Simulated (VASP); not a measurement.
# Be (P6_3/mmc) in VASP: notebook

Runs on Be. Level: LDA. Tasks: single point.

Everything below comes from runs of VASP 6.6.1. Logs are shortened: lines on timing, memory, paths and dates and some standing lists are left out, and cuts for length are marked.

## (1) The cell of the first run

Symmetry: P6_3/mmc, No. 194, hexagonal system. Conventional cell: a = 2.218 Å, b = 2.218 Å, c = 7.075 Å, α = 90.00°, β = 90.00°, γ = 120.00°. Be (site symmetry -3m) has 12 Be at 2.18 to 2.22 Å within 2.9 Å. Be (site symmetry -6m2) has 12 Be at 2.18 to 2.22 Å within 2.9 Å.

## (2) Single point, LDA

The input, INCAR:

```
SYSTEM = Be
PREC     = Accurate       ! precision mode
ENCUT    = 520            ! plane-wave cutoff, eV
EDIFF    = 1E-7           ! SCF threshold, eV
ISMEAR   = -1             ! smearing method
SIGMA    = 0.1            ! smearing width, eV
LREAL    = .False.        ! projectors in reciprocal space
LASPH    = .True.         ! aspherical terms in the spheres
NELM     = 60             ! most SCF steps
ALGO     = Normal         ! electronic algorithm
ISIF     = 2              ! what is computed and relaxed
LWAVE    = .False.        ! write WAVECAR
LCHARG   = .False.        ! write CHGCAR
GGA      = CA             ! functional
NBANDS   = 12             ! bands
```

The input, KPOINTS:

```
regular mesh
0
Gamma
  16 16 5
  0 0 0
```

The input, POSCAR:

```
Be
1.0
    2.2184031960      0.0000000000      0.0000000000
   -1.1092015980      1.9211935236      0.0000000000
    0.0000000000      0.0000000000      7.0751611054
Be
4
Direct
    1.0000000000      0.0000000000      0.0000000000
    1.0000000000      0.0000000000      0.5000000000
    0.3333333333      0.6666666667      0.2500000000
    0.6666666667      0.3333333333      0.7500000000
```

Potentials or basis: VASP PAW LDA potentials, release 64 (Be).

Run with:

```bash
> cat potpaw_LDA.64/Be/POTCAR > POTCAR
> mpirun -np 1 vasp_std > vasp.out
```

OUTCAR:

```text
SYSTEM = Be
   PREC = Accurate
   ENCUT = 520
   EDIFF = 1E-7
   ISMEAR = -1
   LREAL = .False.
   LASPH = .True.
   NELM = 60
   ISIF = 2
   GGA = CA

 ion  position               nearest neighbor table
   1  0.000  0.000  0.000-   3 2.18   4 2.18   4 2.18   3 2.18   4 2.18   3 2.18
   2  0.000  0.000  0.500-   3 2.18   4 2.18   4 2.18   3 2.18   4 2.18   3 2.18
   3  0.333  0.667  0.250-   1 2.18   2 2.18   1 2.18   2 2.18   1 2.18   2 2.18
   4  0.667  0.333  0.750-   1 2.18   2 2.18   1 2.18   2 2.18   1 2.18   2 2.18

  LATTYP: Found a hexagonal cell.
 ALAT       =     2.2184031960
 C/A-ratio  =     3.1893035126

  Lattice vectors:

 A1 = (   2.2184031960,   0.0000000000,   0.0000000000)
 A2 = (  -1.1092015980,   1.9211935236,   0.0000000000)
 A3 = (   0.0000000000,   0.0000000000,   7.0751611054)

Analysis of symmetry for initial positions (statically):
=====================================================================
 Subroutine PRICEL returns:
 Original cell was already a primitive cell.

 Routine SETGRP: Setting up the symmetry group for a
 hexagonal supercell.

 Subroutine GETGRP returns: Found 24 space group operations
 (whereof 12 operations were pure point group operations)
 out of a pool of 24 trial point group operations.

The static configuration has the point symmetry D_3d.
 The point group associated with its full space group is D_6h.

Analysis of symmetry for dynamics (positions and initial velocities):
=====================================================================
 Subroutine PRICEL returns:
 Original cell was already a primitive cell.

 Routine SETGRP: Setting up the symmetry group for a
 hexagonal supercell.

 Subroutine GETGRP returns: Found 24 space group operations
 (whereof 12 operations were pure point group operations)
 out of a pool of 24 trial point group operations.

The dynamic configuration has the point symmetry D_3d.
 The point group associated with its full space group is D_6h.

 Subroutine INISYM returns: Found 24 space group operations
 (whereof 12 operations are pure point group operations),
 and found     1 'primitive' translations

----------------------------------------------------------------------------------------

                                     Primitive cell

  volume of cell :      30.1542

  direct lattice vectors                    reciprocal lattice vectors
     2.218403196  0.000000000  0.000000000     0.450774684  0.260254885  0.000000000
    -1.109201598  1.921193524  0.000000000     0.000000000  0.520509770  0.000000000
     0.000000000  0.000000000  7.075161105     0.000000000  0.000000000  0.141339538

  length of vectors
     2.218403196  2.218403196  7.075161105     0.520509770  0.520509770  0.141339538

  position of ions in fractional coordinates (direct lattice)
     0.000000000  0.000000000  0.000000000
     0.000000000  0.000000000  0.500000000
     0.333333333  0.666666667  0.250000000
     0.666666667  0.333333333  0.750000000

  ion indices of the primitive-cell ions
   primitive index   ion index
                 1           1
                 2           2
                 3           3
                 4           4

----------------------------------------------------------------------------------------

 KPOINTS: regular mesh

Automatic generation of k-mesh.
 Grid dimensions read from file:
 generate k-points for:   16   16    5

 Generating k-lattice:

  Cartesian coordinates                     Fractional coordinates (reciprocal lattice)
     0.028173418  0.016265930  0.000000000     0.062500000  0.000000000  0.000000000
     0.000000000  0.032531861  0.000000000     0.000000000  0.062500000  0.000000000
     0.000000000  0.000000000  0.028267908     0.000000000  0.000000000  0.200000000

  Length of vectors
     0.032531861  0.032531861  0.028267908

  Shift w.r.t. Gamma in fractional coordinates (k-lattice)
     0.000000000  0.000000000  0.000000000

 Subroutine IBZKPT returns following result:
 ===========================================

 Found     90 irreducible k-points:

 Following reciprocal coordinates:
            Coordinates               Weight
  0.000000  0.000000  0.000000      1.000000
  0.062500 -0.000000  0.000000      6.000000
  0.125000 -0.000000  0.000000      6.000000
  0.187500  0.000000  0.000000      6.000000
  0.250000 -0.000000  0.000000      6.000000
  0.312500 -0.000000  0.000000      6.000000
[... 16 lines left out ...]
  0.187500  0.187500  0.000000      6.000000
  0.250000  0.187500  0.000000     12.000000
 [... further k-points ...]
   k-points           NKPTS =     90   k-points in BZ     NKDIM =     90   number of bands    NBANDS=     12
   number of dos      NEDOS =    301   number of ions     NIONS =      4
   total plane-waves  NPLWV =  13824
   dimension x,y,z NGX =    16 NGY =   16 NGZ =   54
   dimension x,y,z NGXF=    32 NGYF=   32 NGZF=  108
   ions per type =               4
   NGX,Y,Z   is equivalent  to a cutoff of  11.99, 11.99, 12.69 a.u.
   NGXF,Y,Z  is equivalent  to a cutoff of  23.98, 23.98, 25.38 a.u.
 SYSTEM =  Be
   PREC   = accura    normal or accurate (medium, high low for compatibility)
   ISTART =      0    job   : 0-new  1-cont  2-samecut
   ICHARG =      2    charge: 1-file 2-atom 10-const
   ISPIN  =      1    spin polarized calculation?
   LNONCOLLINEAR =      F non collinear calculations
   LSORBIT =      F    spin-orbit coupling
   LASPH  =      T    aspherical Exc in radial PAW
   ENCUT  =  520.0 eV  38.22 Ry    6.18 a.u.   4.12  4.12 13.16*2*pi/ulx,y,z
   NELM   =     60;   NELMIN=  2; NELMDL= -5     # of ELM steps
   EDIFF  = 0.1E-06   stopping-criterion for ELM
   LREAL  =      F    real-space projection
   EDIFFG = 0.1E-05   stopping-criterion for IOM
   NSW    =      0    number of steps for IOM
   IBRION =     -1    ionic relax: 0-MD 1-quasi-New 2-CG
   NFREE  =      0    steps in history (QN), initial steepest desc. (CG)
   ISIF   =      2    stress and relaxation
   ISYM   =      2    0-nonsym 1-usesym 2-fastsym
   POTIM  = 0.5000    time-step for ionic-motion
   TEBEG  =    0.0;   TEEND  =   0.0 temperature during run
   PSTRESS=    0.0 pullay stress
   NELECT =       8.0000    total number of electrons
   NUPDOWN=      -1.0000    fix difference up-down
   EMIN   =  10.00;   EMAX   =-10.00  energy-range for DOS
   EFERMI =   0.00;   METHOD = LEGACY
   ISMEAR =    -1;   SIGMA  =   0.10  broadening in eV -4-tet -1-fermi 0-gaus
   EFERMI_NEDOS =   21; number of points for ismear=-14 and -15
   IALGO  =     38    algorithm
   IMIX   =      4    mixing-type and parameters
     AMIX     =   0.40;   BMIX     =  1.00
     AMIX_MAG =   1.60;   BMIX_MAG =  1.00
  volume/ion in A,a.u.               =       7.54        50.87
  Fermi-wavevector in a.u.,A,eV,Ry     =   1.051935  1.987869 15.055758  1.106567
  Thomas-Fermi vector in A             =   2.186998
   LORBIT       =      0    0 simple, 1 ext, 2 COOP (PROOUT), +10 PAW based schemes
   GGA     = CA    functional components
   LHFCALC =     F    Hartree Fock is set to
   AEXX    =    0.0000 exact exchange contribution
   IVDW    =     0    specifies the selected vdW correction
   LEPSILON=     F    determine dielectric tensor
   LRPA    =     F    only Hartree local field effects (RPA)
 non-spin polarized calculation
  energy-cutoff  :      520.00
  volume of cell :       30.15
 maximum number of plane-waves:       832
   NGX =  9   NGY =  9   NGZ = 27

 number of electron       8.0000000 magnetization

 Free energy of the ion-electron system (eV)
  ---------------------------------------------------
  ext. energy  EPLUGINS =         0.00000000
  ---------------------------------------------------
  free energy    TOTEN  =       -16.72747139 eV

  energy without entropy =      -16.72064812  energy(sigma->0) =      -16.72405975

 E-fermi :   7.2181     XC(G=0): -10.7808

 val. band max:        7.0628538909   @ k =   0.3125   0.0625   0.0000
 cond. band min:       7.2284871180   @ k =   0.3125   0.1250   0.0000
 fundamental gap:      0.1656332271
 Fermi energy:         7.2181396319

 k-point     1 :       0.0000    0.0000    0.0000
  band No.  band energies     occupation
      1      -4.2985      2.00000
      2      -2.1862      2.00000
      3      -2.1568      2.00000
      4       2.4239      2.00000
      5       8.3393      0.00003
      6      17.8424      0.00000
      7      17.8431      0.00000
      8      23.8598      0.00000
      9      23.8598      0.00000
     10      25.0559      0.00000
     11      25.0559      0.00000
     12      25.3722      0.00000

 k-point     2 :       0.0625   -0.0000    0.0000
  band No.  band energies     occupation
      1      -4.1854      2.00000
      2      -2.0696      2.00000
      3      -2.0401      2.00000
      4       2.5768      2.00000
      5       8.3656      0.00002
      6      17.8617      0.00000
      7      17.8740      0.00000
      8      22.9153      0.00000
      9      23.1003      0.00000
     10      24.6203      0.00000
     11      24.8061      0.00000
     12      24.8459      0.00000

 k-point     3 :       0.1250   -0.0000    0.0000
  band No.  band energies     occupation
      1      -3.8457      2.00000
      2      -1.7208      2.00000
      3      -1.6910      2.00000
      4       3.0349      2.00000
      5       8.4356      0.00001
      6      17.8030      0.00000
      7      17.9186      0.00000
      8      20.9910      0.00000
      9      21.7455      0.00000
     10      22.8638      0.00000
     11      23.0905      0.00000
     12      23.9427      0.00000
[... 286 lines left out ...]
 k-point    23 :       0.1875    0.1875    0.0000
  band No.  band energies     occupation
      1      -1.2255      2.00000
      2       0.9029      2.00000
      3       0.9300      2.00000
      4       6.4894      1.99863
      5       8.6297      0.00000
      6      12.8563      0.00000
      7      14.5039      0.00000
      8      14.9254      0.00000
      9      15.5554      0.00000
     10      16.6911      0.00000
     11      19.2203      0.00000
     12      19.8353      0.00000

 k-point    24 :       0.2500    0.1875    0.0000
  band No.  band energies     occupation
      1      -0.0829      2.00000
      2       1.9995      2.00000
      3       2.0180      2.00000
      4       7.9129      0.00192
      5       8.2732      0.00005
      6      11.1918      0.00000
      7      12.5591      0.00000
      8      12.7251      0.00000
      9      14.0607      0.00000
     10      16.1458      0.00000
     11      18.6799      0.00000
     12      19.6545      0.00000

 [... further k-points ...]

------------------------ aborting loop because EDIFF is reached ----------------------------------------

  FORCE on cell =-STRESS in cart. coord.  units (eV):
  Direction    XX          YY          ZZ          XY          YZ          ZX
  --------------------------------------------------------------------------------------
  -------------------------------------------------------------------------------------
  Total        0.0774670      0.0774670      0.0834090      0.0000000     -0.0000000     -0.0000000
  in kB        4.1160364      4.1160364      4.4317555      0.0000000     -0.0000000     -0.0000000
  external PRESSURE =       4.2212761 kB  Pullay stress =       0.0000000 kB

 VOLUME and BASIS-vectors are now :
 -----------------------------------------------------------------------------
  energy-cutoff  :      520.00
  volume of cell :       30.15
      direct lattice vectors                 reciprocal lattice vectors
     2.218403196  0.000000000  0.000000000     0.450774684  0.260254885  0.000000000
    -1.109201598  1.921193524  0.000000000     0.000000000  0.520509770  0.000000000
     0.000000000  0.000000000  7.075161105     0.000000000  0.000000000  0.141339538

 POSITION                                       TOTAL-FORCE (eV/Angst)
 -----------------------------------------------------------------------------------
      0.00000      0.00000      0.00000        -0.000000      0.000000      0.000000
      0.00000      0.00000      3.53758        -0.000000      0.000000      0.000000
     -0.00000      1.28080      1.76879        -0.000000      0.000000     -0.000000
      1.10920      0.64040      5.30637         0.000000     -0.000000      0.000000
 -----------------------------------------------------------------------------------
    total drift:                                0.000000     -0.000000     -0.000000

  FREE ENERGIE OF THE ION-ELECTRON SYSTEM (eV)
  ---------------------------------------------------
  free  energy   TOTEN  =       -16.7274713851 eV

  energy  without entropy=      -16.7206481196  energy(sigma->0) =      -16.72405975
```

Run time: 14 s. Hardware: 1 thread of Intel Xeon Platinum 8259CL at 2.50GHz (Skylake/Cascade Lake), shared host; peak memory 0.13 GiB.

What came out:

```yaml
Free_energy: -16.7275 eV
Pressure: 0.4 GPa
Band_gap_on_the_k_mesh: zero (bands 4 and 5 overlap by 1.54 eV)
```

Levels at points of the mesh, in eV from the Fermi level:
```
           k point  band 1  band 2  band 3  band 4  band 5  band 6  band 7  band 8  band 9
(0.00, 0.00, 0.00)  -11.52   -9.40   -9.37   -4.79    1.12   10.62   10.62   16.64   16.64
(0.50, 0.00, 0.00)   -5.13   -4.08   -3.81   -2.77    1.45    1.52    4.29    6.18    7.50
```

## (3) Single point, LDA (6.63 Å³/atom)

This run uses another cell than the first one, of 6.63 Å³/atom.

The input, INCAR:

```
SYSTEM = Be
  PREC = Accurate
  ENCUT = 520
  EDIFF = 1E-6
  ISMEAR = -1
  SIGMA = 0.1
  LREAL = .False.
  LASPH = .True.
  NELM = 60
  ALGO = Normal
  ISIF = 2
  LWAVE = .False.
  LCHARG = .False.
  GGA = CA
  NBANDS = 12
```

The input, KPOINTS:

```
Automatic mesh
0
Gamma
  18 18 5
  0 0 0
```

The input, POSCAR:

```
Be
1.0
    2.1258602249      0.0000000000      0.0000000000
   -1.0629301124      1.8410489596      0.0000000000
    0.0000000000      0.0000000000      6.7800134825
Be
4
Direct
    1.0000000000      0.0000000000      0.0000000000
    1.0000000000      0.0000000000      0.5000000000
    0.3333333333      0.6666666667      0.2500000000
    0.6666666667      0.3333333333      0.7500000000
```

Potentials or basis: VASP PAW LDA potentials, release 64 (Be).

Run with:

```bash
> cat potpaw_LDA.64/Be/POTCAR > POTCAR
> mpirun -np 1 vasp_std > vasp.out
```

OUTCAR:

```text
SYSTEM = Be
   PREC = Accurate
   ENCUT = 520
   EDIFF = 1E-6
   ISMEAR = -1
   LREAL = .False.
   LASPH = .True.
   NELM = 60
   ISIF = 2
   GGA = CA

 ion  position               nearest neighbor table
   1  0.000  0.000  0.000-   3 2.09   4 2.09   3 2.09   4 2.09   4 2.09   3 2.09
   2  0.000  0.000  0.500-   3 2.09   4 2.09   3 2.09   4 2.09   4 2.09   3 2.09
   3  0.333  0.667  0.250-   1 2.09   2 2.09   1 2.09   2 2.09   1 2.09   2 2.09
   4  0.667  0.333  0.750-   1 2.09   2 2.09   1 2.09   2 2.09   1 2.09   2 2.09

  LATTYP: Found a hexagonal cell.
 ALAT       =     2.1258602249
 C/A-ratio  =     3.1893035126
[... 560 lines left out ...]
  --------------------------------------------------------------------------------------
  -------------------------------------------------------------------------------------
  Total        3.3316170      3.3316170      3.9266625      0.0000000     -0.0000000     -0.0000000
  in kB      201.1569533    201.1569533    237.0847174      0.0000000     -0.0000000     -0.0000000
  external PRESSURE =     213.1328747 kB  Pullay stress =       0.0000000 kB

 VOLUME and BASIS-vectors are now :
 -----------------------------------------------------------------------------
  energy-cutoff  :      520.00
  volume of cell :       26.54
      direct lattice vectors                 reciprocal lattice vectors
     2.125860225  0.000000000  0.000000000     0.470397813  0.271584304  0.000000000
    -1.062930112  1.841048960  0.000000000     0.000000000  0.543168608  0.000000000
     0.000000000  0.000000000  6.780013483     0.000000000  0.000000000  0.147492332

 POSITION                                       TOTAL-FORCE (eV/Angst)
 -----------------------------------------------------------------------------------
      0.00000      0.00000      0.00000         0.000000      0.000000      0.000000
      0.00000      0.00000      3.39001         0.000000      0.000000      0.000000
     -0.00000      1.22737      1.69500        -0.000000      0.000000     -0.000000
      1.06293      0.61368      5.08501         0.000000     -0.000000      0.000000
 -----------------------------------------------------------------------------------
    total drift:                                0.000000     -0.000000     -0.000000

  FREE ENERGIE OF THE ION-ELECTRON SYSTEM (eV)
  ---------------------------------------------------
  free  energy   TOTEN  =       -16.4941284106 eV

  energy  without entropy=      -16.4849070992  energy(sigma->0) =      -16.48951775
```

stdout:

```text
POSCAR found type information on POSCAR Be
 POSCAR found :  1 types and       4 ions
 scaLAPACK will be used
 LDA part: xc-table for (Slater(with rela. corr.)+CA(PZ))
 , standard interpolation
 POSCAR, INCAR and KPOINTS ok, starting setup
 FFT: planning ... GRIDC
 FFT: planning ... GRID_SOFT
 FFT: planning ... GRID
 WAVECAR not read
 entering main loop
```

It took 15 s on 1 thread of Intel Xeon Platinum 8259CL at 2.50GHz (Skylake/Cascade Lake), shared host; peak memory 0.14 GiB.

Results:

* Free energy: -16.4941 eV
* Pressure: 21.3 GPa
* Band gap on the k mesh: zero (bands 4 and 5 overlap by 1.54 eV)

Caveat: the cell stands under pressure.

(Continued in part 2 of 2.)
